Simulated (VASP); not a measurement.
**Pd: single point with revPBE**

Pd:

```
CELL_PARAMETERS angstrom
0.00000 1.99090 1.99090
1.99090 0.00000 1.99090
1.99090 1.99090 0.00000
ATOMIC_POSITIONS crystal
Pd 0.00000 0.00000 0.00000
```

```yaml
Program: VASP 6.6.1
Task: single point
Functional: revPBE
Potentials_or_basis: VASP PAW PBE potentials, release 64 (Pd)
Cutoff: 520 eV
k_mesh: 10 × 10 × 10
Occupations: methfessel-paxton, width 0.1 eV
Spin: no spin polarisation
Dipole_correction: no
Further_INCAR_settings: ALGO = Normal; EDIFF = 1e-06; NBANDS = 11
```

```yaml
Pressure: -2.0 GPa
Band_gap_on_the_k_mesh: zero (band 5 reaches 9.01 eV, above the bottom of band 6 at 7.61 eV)
```

Levels at points of the mesh, in eV from the Fermi level:
```
           k point  band 3  band 4  band 5  band 6  band 7  band 8
(0.00, 0.00, 0.00)   -2.53   -2.53   -1.09   -1.09   17.15   21.56
(0.50, 0.00, 0.00)   -2.57   -0.02   -0.02    1.20    6.84   16.49
(0.50, 0.50, 0.00)   -0.05    0.26    0.26    3.40   10.13   12.89
```

It took 3.8 s on 1 thread of Intel Xeon 6975P-C, on a shared host, peak memory 0.14 GiB.

Caveat: the PAW data sets were made with another functional, which shifts forces and pressure a little.
